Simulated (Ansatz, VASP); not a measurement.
**PtS2 in VASP and in Ansatz**

```
CELL_PARAMETERS angstrom
3.54153 0.00000 0.00000
-1.77076 3.06705 0.00000
0.00000 0.00000 22.46706
ATOMIC_POSITIONS crystal
S 0.66667 0.33333 0.20029
S 0.33333 0.66667 0.31083
S 0.66667 0.33333 0.46840
S 0.00000 0.00000 0.57894
Pt 0.00000 0.00000 0.25556
Pt 0.33333 0.66667 0.52367
```

Alike in both runs: task single point; functional PBE; dispersion D3(BJ); k mesh 9 × 9 × 1; occupations gaussian, width 0.05 eV; no spin polarisation.

|  | VASP | Ansatz |
| --- | --- | --- |
| version | VASP 6.6.1 | Ansatz 0.2.0 |
| potentials or method | VASP PAW PBE potentials, release 64 (S, Pt), cutoff 520 eV | scalar-relativistic, plane waves, PAW |
| valence electrons in the cell | 44 | 60 |

Ansatz gave:

- gap on the k mesh at the Fermi level (eV): 1.53
- least direct gap on the mesh (eV): 1.64
- rms of the force components (eV/Å): 0.032

Question: Estimate VASP's values.

Answer: gap on the k mesh at the Fermi level (eV): 1.53; least direct gap on the mesh (eV): 1.64; rms of the force components (eV/Å): 0.029.

VASP's potentials hold 44 valence electrons a cell and Ansatz's 60, so a difference there can come from the potentials and not from the codes.

Neither program's run includes spin-orbit coupling.
